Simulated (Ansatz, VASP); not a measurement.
## HC6 in VASP and in Ansatz

INCAR

```
SYSTEM = HC6
  PREC = Accurate
  ENCUT = 520
  EDIFF = 1E-7
  ISMEAR = 0
  SIGMA = 0.1
  LREAL = .False.
  LASPH = .True.
  NELM = 80
  ALGO = Normal
  ISIF = 2
  LWAVE = .False.
  LCHARG = .False.
  LDIPOL = .True.
  IDIPOL = 3
  DIPOL = 0.5 0.5 0.309
  GGA = CA
  NBANDS = 38
```

The input KPOINTS:

```
Automatic mesh
0
Gamma
  6 3 1
  0 0 0
```

Contents of POSCAR:

```
HC6
1.0
    4.8889075235      0.0000000000      0.0000000000
   -1.2222268809      8.7842777898      0.0000000000
    0.0000000000      0.0000000000     22.7472999250
C H
12 2
Direct
    0.0193593843      0.0774375370      0.1758450459
    0.5193593842      0.0774375370      0.1758450459
    0.2741992303      0.0967969212      0.2059521363
    0.7741992303      0.0967969212      0.2059521363
    0.2838789224      0.1355156897      0.2661663168
    0.7838789224      0.1355156897      0.2661663168
    0.0386178296      0.1544718076      0.2954947895
    0.5386178296      0.1544718076      0.2954947895
    0.0488209147      0.1952857701      0.3583563417
    0.5488209147      0.1952857701      0.3583563417
    0.3031079910      0.2124325380      0.3845423393
    0.8031079910      0.2124325380      0.3845423393
    0.0488209147      0.1586408620      0.4746629253
    0.0488209147      0.2319306782      0.4746629253
```

Input for Ansatz:

```yaml
crystal:
  lattice:
    - [4.8889075235, 0.0, 0.0]
    - [-1.2222268809, 8.7842777898, 0.0]
    - [0.0, 0.0, 22.747299925]
  atoms:
    - { symbol: C, position: [0.0193593843, 0.077437537, 0.1758450459] }
    - { symbol: C, position: [0.5193593842, 0.077437537, 0.1758450459] }
    - { symbol: C, position: [0.2741992303, 0.0967969212, 0.2059521363] }
    - { symbol: C, position: [0.7741992303, 0.0967969212, 0.2059521363] }
    - { symbol: C, position: [0.2838789224, 0.1355156897, 0.2661663168] }
    - { symbol: C, position: [0.7838789224, 0.1355156897, 0.2661663168] }
    - { symbol: C, position: [0.0386178296, 0.1544718076, 0.2954947895] }
    - { symbol: C, position: [0.5386178296, 0.1544718076, 0.2954947895] }
    - { symbol: C, position: [0.0488209147, 0.1952857701, 0.3583563417] }
    - { symbol: C, position: [0.5488209147, 0.1952857701, 0.3583563417] }
    - { symbol: C, position: [0.303107991, 0.212432538, 0.3845423393] }
    - { symbol: C, position: [0.803107991, 0.212432538, 0.3845423393] }
    - { symbol: H, position: [0.0488209147, 0.158640862, 0.4746629253] }
    - { symbol: H, position: [0.0488209147, 0.2319306782, 0.4746629253] }
basis:
  ecutwfc: 420
kpoints:
  mp_grid: { grid: [6, 3, 1] }
hamiltonian:
  xc: lda
  pseudopotentials: { kind: paw, azcp: { folder: soft_1 } }
scf:
  occupations: { method: gaussian, width: 0.1 }
output:
  forces: true
  eigenvalues: true
efield:
  axis: 3
  dipole_correction: true
  ramp_width: 0.04
```

Alike in both runs: task single point; functional LDA; k mesh 6 × 3 × 1; occupations gaussian, width 0.1 eV; no spin polarisation.

|  | VASP | Ansatz |
| --- | --- | --- |
| version | VASP 6.6.1 | Ansatz 0.2.0 |
| potentials or method | VASP PAW LDA potentials, release 64 (C, H), cutoff 520 eV | scalar-relativistic, plane waves, PAW |
| valence electrons in the cell | 50 | 50 |

Ansatz gave:

```
gap on the k mesh at the Fermi level (eV) : 0.05
least direct gap on the mesh (eV)         : 0.07
rms of the force components (eV/Å)        : 1.561
```

Question: Estimate VASP's values.

Answer: gap on the k mesh at the Fermi level (eV): 0.05; least direct gap on the mesh (eV): 0.07; rms of the force components (eV/Å): 1.566.

Ansatz warns that its potentials were made for another functional, while VASP's fit it. LDA's correlation is that of Perdew and Zunger in VASP and of Perdew and Wang (1992) in Ansatz. Atom by atom the forces differ by 0.027 eV/Å (rms over components).
